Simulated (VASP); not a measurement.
# TaN (Fm-3m) in VASP: notebook

The runs below take TaN through electric field gradients, with PBE.

Program: VASP 6.6.1. These are calculated values, not measurements. Logs are shortened: lines on timing, memory, paths and dates and some standing lists are left out, and cuts for length are marked.

## Step 1: The cell of the first run

The structure is cubic, space group Fm-3m (No. 225). The conventional cell has a = 4.343 Å, b = 4.343 Å, c = 4.343 Å, α = 90.00°, β = 90.00°, γ = 90.00°. Ta (site symmetry m-3m) has 6 N at 2.17 Å within 2.9 Å. Within 2.9 Å of N (site symmetry m-3m) lie 6 Ta at 2.17 Å.

## Step 2: Electric field gradients, PBE (volume scaled by 0.99)

File INCAR:

```
SYSTEM = TaN
PREC     = Accurate       ! precision mode
ENCUT    = 520            ! plane-wave cutoff, eV
EDIFF    = 1E-8           ! SCF threshold, eV
ISMEAR   = -1             ! smearing method
SIGMA    = 0.02           ! smearing width, eV
LREAL    = .FALSE.        ! projectors in reciprocal space
LASPH    = .TRUE.         ! aspherical terms in the spheres
NELM     = 100            ! most SCF steps
ALGO     = Normal         ! electronic algorithm
ISIF     = 2              ! what is computed and relaxed
LWAVE    = .FALSE.        ! write WAVECAR
LCHARG   = .FALSE.        ! write CHGCAR
GGA      = PE             ! functional
LEFG     = .TRUE.       
NBANDS   = 15             ! bands
```

File KPOINTS:

```
regular mesh
0
G
  9 9 9
  0 0 0
```

File POSCAR:

```
TaN
1.0
    0.0000000000      2.1717123202      2.1717123202
    2.1717123202      0.0000000000      2.1717123202
    2.1717123202      2.1717123202      0.0000000000
Ta N
1 1
Direct
    0.5000000000      0.5000000000      0.5000000000
    0.0000000000      0.0000000000      0.0000000000
```

Potentials or basis: VASP PAW PBE potentials, release 64 (Ta_pv, N).

Command:

```
cat potpaw_PBE.64/Ta_pv/POTCAR potpaw_PBE.64/N/POTCAR > POTCAR
mpirun -np 1 vasp_std > vasp.out
```

OUTCAR:

```text
SYSTEM = TaN
   PREC = Accurate
   ENCUT = 520
   EDIFF = 1E-8
   ISMEAR = -1
   LREAL = .FALSE.
   LASPH = .TRUE.
   NELM = 100
   ISIF = 2
   GGA = PE

 ion  position               nearest neighbor table
   1  0.500  0.500  0.500-   2 2.17   2 2.17   2 2.17   2 2.17   2 2.17   2 2.17
   2  0.000  0.000  0.000-   1 2.17   1 2.17   1 2.17   1 2.17   1 2.17   1 2.17

  LATTYP: Found a face centered cubic cell.
 ALAT       =     4.3434246404

  Lattice vectors:

 A1 = (   0.0000000000,   2.1717123202,   2.1717123202)
 A2 = (   2.1717123202,   0.0000000000,   2.1717123202)
 A3 = (   2.1717123202,   2.1717123202,   0.0000000000)

Analysis of symmetry for initial positions (statically):
=====================================================================
 Subroutine PRICEL returns:
 Original cell was already a primitive cell.

 Routine SETGRP: Setting up the symmetry group for a
 face centered cubic supercell.

 Subroutine GETGRP returns: Found 48 space group operations
 (whereof 48 operations were pure point group operations)
 out of a pool of 48 trial point group operations.

The static configuration has the point symmetry O_h .

Analysis of symmetry for dynamics (positions and initial velocities):
=====================================================================
 Subroutine PRICEL returns:
 Original cell was already a primitive cell.

 Routine SETGRP: Setting up the symmetry group for a
 face centered cubic supercell.

 Subroutine GETGRP returns: Found 48 space group operations
 (whereof 48 operations were pure point group operations)
 out of a pool of 48 trial point group operations.

The dynamic configuration has the point symmetry O_h .

 Subroutine INISYM returns: Found 48 space group operations
 (whereof 48 operations are pure point group operations),
 and found     1 'primitive' translations

----------------------------------------------------------------------------------------

                                     Primitive cell

  volume of cell :      20.4850

  direct lattice vectors                    reciprocal lattice vectors
     0.000000000  2.171712320  2.171712320    -0.230233072  0.230233072  0.230233072
     2.171712320  0.000000000  2.171712320     0.230233072 -0.230233072  0.230233072
     2.171712320  2.171712320  0.000000000     0.230233072  0.230233072 -0.230233072

  length of vectors
     3.071265017  3.071265017  3.071265017     0.398775379  0.398775379  0.398775379

  position of ions in fractional coordinates (direct lattice)
     0.500000000  0.500000000  0.500000000
     0.000000000  0.000000000  0.000000000

  ion indices of the primitive-cell ions
   primitive index   ion index
                 1           1
                 2           2

----------------------------------------------------------------------------------------

 KPOINTS: regular mesh

Automatic generation of k-mesh.
 Grid dimensions read from file:
 generate k-points for:    9    9    9

 Generating k-lattice:

  Cartesian coordinates                     Fractional coordinates (reciprocal lattice)
    -0.025581452  0.025581452  0.025581452     0.111111111  0.000000000  0.000000000
     0.025581452 -0.025581452  0.025581452     0.000000000  0.111111111  0.000000000
     0.025581452  0.025581452 -0.025581452     0.000000000  0.000000000  0.111111111

  Length of vectors
     0.044308375  0.044308375  0.044308375

  Shift w.r.t. Gamma in fractional coordinates (k-lattice)
     0.000000000  0.000000000  0.000000000

 Subroutine IBZKPT returns following result:
 ===========================================

 Found     35 irreducible k-points:

 Following reciprocal coordinates:
            Coordinates               Weight
  0.000000  0.000000  0.000000      1.000000
  0.111111  0.000000  0.000000      8.000000
  0.222222  0.000000  0.000000      8.000000
  0.333333  0.000000  0.000000      8.000000
  0.444444  0.000000  0.000000      8.000000
  0.111111  0.111111  0.000000      6.000000
[... 16 lines left out ...]
 -0.333333  0.333333  0.000000     12.000000
  0.444444  0.444444  0.000000      6.000000
 [... further k-points ...]
   k-points           NKPTS =     35   k-points in BZ     NKDIM =     35   number of bands    NBANDS=     15
   number of dos      NEDOS =    301   number of ions     NIONS =      2
   total plane-waves  NPLWV =  13824
   dimension x,y,z NGX =    24 NGY =   24 NGZ =   24
   dimension x,y,z NGXF=    48 NGYF=   48 NGZF=   48
   ions per type =               1   1
   NGX,Y,Z   is equivalent  to a cutoff of  12.99, 12.99, 12.99 a.u.
   NGXF,Y,Z  is equivalent  to a cutoff of  25.98, 25.98, 25.98 a.u.
 SYSTEM =  TaN
   PREC   = accura    normal or accurate (medium, high low for compatibility)
   ISTART =      0    job   : 0-new  1-cont  2-samecut
   ICHARG =      2    charge: 1-file 2-atom 10-const
   ISPIN  =      1    spin polarized calculation?
   LNONCOLLINEAR =      F non collinear calculations
   LSORBIT =      F    spin-orbit coupling
   LASPH  =      T    aspherical Exc in radial PAW
   ENCUT  =  520.0 eV  38.22 Ry    6.18 a.u.   5.71  5.71  5.71*2*pi/ulx,y,z
   NELM   =    100;   NELMIN=  2; NELMDL= -5     # of ELM steps
   EDIFF  = 0.1E-07   stopping-criterion for ELM
   LREAL  =      F    real-space projection
   EDIFFG = 0.1E-06   stopping-criterion for IOM
   NSW    =      0    number of steps for IOM
   IBRION =     -1    ionic relax: 0-MD 1-quasi-New 2-CG
   NFREE  =      0    steps in history (QN), initial steepest desc. (CG)
   ISIF   =      2    stress and relaxation
   ISYM   =      2    0-nonsym 1-usesym 2-fastsym
   POTIM  = 0.5000    time-step for ionic-motion
   TEBEG  =    0.0;   TEEND  =   0.0 temperature during run
   PSTRESS=    0.0 pullay stress
   NELECT =      16.0000    total number of electrons
   NUPDOWN=      -1.0000    fix difference up-down
   EMIN   =  10.00;   EMAX   =-10.00  energy-range for DOS
   EFERMI =   0.00;   METHOD = LEGACY
   ISMEAR =    -1;   SIGMA  =   0.02  broadening in eV -4-tet -1-fermi 0-gaus
   EFERMI_NEDOS =   21; number of points for ismear=-14 and -15
   IALGO  =     38    algorithm
   IMIX   =      4    mixing-type and parameters
     AMIX     =   0.40;   BMIX     =  1.00
     AMIX_MAG =   1.60;   BMIX_MAG =  1.00
  volume/ion in A,a.u.               =      10.24        69.12
  Fermi-wavevector in a.u.,A,eV,Ry     =   1.507657  2.849059 30.926443  2.273029
  Thomas-Fermi vector in A             =   2.618214
   LORBIT       =      0    0 simple, 1 ext, 2 COOP (PROOUT), +10 PAW based schemes
   GGA     = PE    functional components
   LHFCALC =     F    Hartree Fock is set to
   AEXX    =    0.0000 exact exchange contribution
   IVDW    =     0    specifies the selected vdW correction
   LEPSILON=     F    determine dielectric tensor
   LRPA    =     F    only Hartree local field effects (RPA)
 non-spin polarized calculation
  energy-cutoff  :      520.00
  volume of cell :       20.49
 maximum number of plane-waves:       560
   NGX = 11   NGY = 11   NGZ = 11

 number of electron      15.9999999 magnetization

 Free energy of the ion-electron system (eV)
  ---------------------------------------------------
  ext. energy  EPLUGINS =         0.00000000
  ---------------------------------------------------
  free energy    TOTEN  =       -21.76383859 eV

  energy without entropy =      -21.76278582  energy(sigma->0) =      -21.76331221

 E-fermi :   9.8756     XC(G=0): -13.6468

 val. band max:        9.7602118209   @ k =  -0.4444   0.2222   0.1111
 cond. band min:       9.9044931764   @ k =  -0.2222   0.2222   0.0000
 fundamental gap:      0.1442813555
 Fermi energy:         9.8755946693

 k-point     1 :       0.0000    0.0000    0.0000
  band No.  band energies     occupation
      1     -25.7350      2.00000
      2     -25.7350      2.00000
      3     -25.7350      2.00000
      4      -9.1997      2.00000
      5       6.0393      2.00000
      6       6.0393      2.00000
      7       6.0393      2.00000
      8       7.7621      2.00000
      9       7.7621      2.00000
     10       7.7621      2.00000
     11      10.0453      0.00041
     12      10.0453      0.00041
     13      11.8217      0.00000
     14      19.3937      0.00000
     15      22.4154      0.00000
[... 397 lines left out ...]
 k-point    24 :       0.4444    0.4444    0.0000
  band No.  band energies     occupation
      1     -26.5430      2.00000
      2     -26.0492      2.00000
      3     -26.0492      2.00000
      4      -7.8907      2.00000
      5       2.9930      2.00000
      6       4.3196      2.00000
      7       5.2073      2.00000
      8       5.2073      2.00000
      9      12.1326      0.00000
     10      13.6798      0.00000
     11      13.6798      0.00000
     12      14.7583      0.00000
     13      17.5715      0.00000
     14      19.4658      0.00000
     15      22.4239      0.00000

 [... further k-points ...]
[... 5 lines left out ...]
  --------------------------------------------------------------------------------------
  -------------------------------------------------------------------------------------
  Total        2.4963050      2.4963050      2.4963050      0.0000000     -0.0000000     -0.0000000
  in kB      195.2411473    195.2411473    195.2411473      0.0000000     -0.0000000     -0.0000000
  external PRESSURE =     195.2411473 kB  Pullay stress =       0.0000000 kB

 VOLUME and BASIS-vectors are now :
 -----------------------------------------------------------------------------
  energy-cutoff  :      520.00
  volume of cell :       20.49
      direct lattice vectors                 reciprocal lattice vectors
     0.000000000  2.171712320  2.171712320    -0.230233072  0.230233072  0.230233072
     2.171712320  0.000000000  2.171712320     0.230233072 -0.230233072  0.230233072
     2.171712320  2.171712320  0.000000000     0.230233072  0.230233072 -0.230233072

 POSITION                                       TOTAL-FORCE (eV/Angst)
 -----------------------------------------------------------------------------------
      2.17171      2.17171      2.17171        -0.000000     -0.000000     -0.000000
      0.00000      0.00000      0.00000         0.000000      0.000000      0.000000
 -----------------------------------------------------------------------------------
    total drift:                                0.000000     -0.000000     -0.000000

  FREE ENERGIE OF THE ION-ELECTRON SYSTEM (eV)
  ---------------------------------------------------
  free  energy   TOTEN  =       -21.7638385924 eV

  energy  without entropy=      -21.7627858191  energy(sigma->0) =      -21.76331221

 Electric field gradients (V/A^2)
---------------------------------------------------------------------
 ion       V_xx      V_yy      V_zz      V_xy      V_xz      V_yz
---------------------------------------------------------------------
   1      -0.000     0.000     0.000     0.000     0.000     0.000
   2      -0.000     0.000    -0.000    -0.000    -0.000    -0.000
---------------------------------------------------------------------

 Electric field gradients after diagonalization (V/A^2)
 (convention: |V_zz| > |V_xx| > |V_yy|)
----------------------------------------------------------------------
 ion       V_xx      V_yy      V_zz     asymmetry (V_yy - V_xx)/ V_zz
----------------------------------------------------------------------
   1      -0.000    -0.000     0.001       0.000
   2       0.000     0.000    -0.000       0.000
----------------------------------------------------------------------

           NMR quadrupolar parameters

 Cq : quadrupolar parameter    Cq=e*Q*V_zz/h
 eta: asymmetry parameters     (V_yy - V_xx)/ V_zz
 Q  : nuclear electric quadrupole moment in mb (millibarn)
----------------------------------------------------------------------
 ion       Cq(MHz)       eta       Q (mb)
----------------------------------------------------------------------
   1       0.000       0.000       1.000
   2      -0.000       0.000       1.000
----------------------------------------------------------------------
```

It took 10 s on 1 thread of Intel Xeon Platinum 8259CL at 2.50GHz (Skylake/Cascade Lake), shared host; peak memory 0.14 GiB.

Results:

- Free energy: -21.7638 eV
- Pressure: 19.5 GPa
- Band gap on the k mesh: zero (band 8 reaches 11.61 eV, above the bottom of band 9 at 7.76 eV)

Caveat: without QUAD_EFG the Cq values of the log hold for a quadrupole moment of 1 mb, not for the nuclei; spin-orbit coupling is left out, which moves the levels of the heavy elements.

(Continued in part 2 of 2.)
